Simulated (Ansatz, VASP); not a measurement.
**SiNi3 in VASP and in Ansatz**

INCAR

```
SYSTEM = SiNi3
PREC = Accurate ; ENCUT = 520
EDIFF = 1E-6 ; ISMEAR = -1
SIGMA = 0.05 ; LREAL = .False.
LASPH = .True. ; NELM = 150
ALGO = Normal ; ISIF = 2
LWAVE = .False. ; LCHARG = .False.
ISPIN = 2 ; MAGMOM = 1 1 1 0
LORBIT = 11 ; LMAXMIX = 4
GGA = PS ; NBANDS = 29
```

Contents of KPOINTS:

```
regular mesh
0
Gamma
  8 8 8
  0 0 0
```

File POSCAR:

```
SiNi3
1.0
    3.5886106083      0.0000000000      0.0000000000
    0.0000000000      3.5886106083      0.0000000000
    0.0000000000      0.0000000000      3.5886106083
Ni Si
3 1
Direct
    0.5000000000      0.5000000000      0.0000000000
    0.5000000000      0.0000000000      0.5000000000
    0.0000000000      0.5000000000      0.5000000000
    0.0000000000      0.0000000000      0.0000000000
```

Contents of input.yaml:

```yaml
crystal:
  lattice:
    - [3.5886106083, 0.0, 0.0]
    - [0.0, 3.5886106083, 0.0]
    - [0.0, 0.0, 3.5886106083]
  atoms:
    - { symbol: Ni, position: [0.5, 0.5, 0.0], spin: 1.0 }
    - { symbol: Ni, position: [0.5, 0.0, 0.5], spin: 1.0 }
    - { symbol: Ni, position: [0.0, 0.5, 0.5], spin: 1.0 }
    - { symbol: Si, position: [0.0, 0.0, 0.0] }
hamiltonian:
  xc: pbesol
  pseudopotentials: { kind: paw }
magnetization:
  spin_polarized: true
kpoints:
  mp_grid: { grid: [8, 8, 8] }
scf:
  occupations: { method: fermi_dirac, width: 0.05 }
output:
  forces: true
  stress: true
  eigenvalues: true
  write_density: true
  write_potential: true
  elf: true
  volumetric_format: npy
```

Alike in both runs: task single point; functional PBEsol; k mesh 8 × 8 × 8; occupations fermi-dirac, width 0.05 eV; collinear spin.

|  | VASP | Ansatz |
| --- | --- | --- |
| version | VASP 6.6.1 | Ansatz 0.2.0 |
| potentials or method | VASP PAW PBE potentials, release 64 (Ni, Si) | Ansatz PAW |
| plane-wave cutoff (eV) | 520 | 420 |
| valence electrons in the cell | 34 | 58 |

|  | VASP | Ansatz | Ansatz less VASP |
| --- | --- | --- | --- |
| gap on the k mesh at the Fermi level (eV) | none | none | - |
| pressure (GPa) | -19.9 | -20.2 | -0.31 |
| net moment per atom (μB) | 0.00 | 0.00 | 0.000 |

VASP's potentials were made for PBE, not for PBEsol. A gap of «none» marks a metal or a gap that the smearing closes. VASP's potentials hold 34 valence electrons a cell and Ansatz's 58, so a difference there can come from the potentials and not from the codes.
